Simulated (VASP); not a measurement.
Input of a VASP 6.6.1 run:

The input INCAR:

```
SYSTEM = Se
PREC = Accurate ; ENCUT = 520
EDIFF = 1E-6 ; ISMEAR = -1
SIGMA = 0.05 ; LREAL = .FALSE.
LASPH = .TRUE. ; NELM = 100
ALGO = Normal ; ISIF = 2
LWAVE = .FALSE. ; LCHARG = .TRUE.
GGA = PE ; LELF = .TRUE.
LVHAR = .TRUE. ; NBANDS = 9
```

File KPOINTS:

```
regular mesh
0
G
  15 15 15
  0 0 0
```

File POSCAR:

```
Se
1.0
    2.4822146258      0.0000000000      0.0000000000
    0.0000000000      2.4822146258      0.0000000000
    0.0000000000      0.0000000000      2.4822146258
Se
1
Direct
    0.0000000000      0.0000000000      0.0000000000
```

Potentials or basis: VASP PAW PBE potentials, release 64 (Se).

The run is started by

```bash
$ cat potpaw_PBE.64/Se/POTCAR > POTCAR
$ mpirun -np 1 vasp_std > vasp.out
```

What does it give for the band gap on the k mesh?

Zero (bands 3 and 4 overlap by 9.53 eV).

Predict the pressure.

66.7 GPa.

Caveat: the cell stands under pressure.
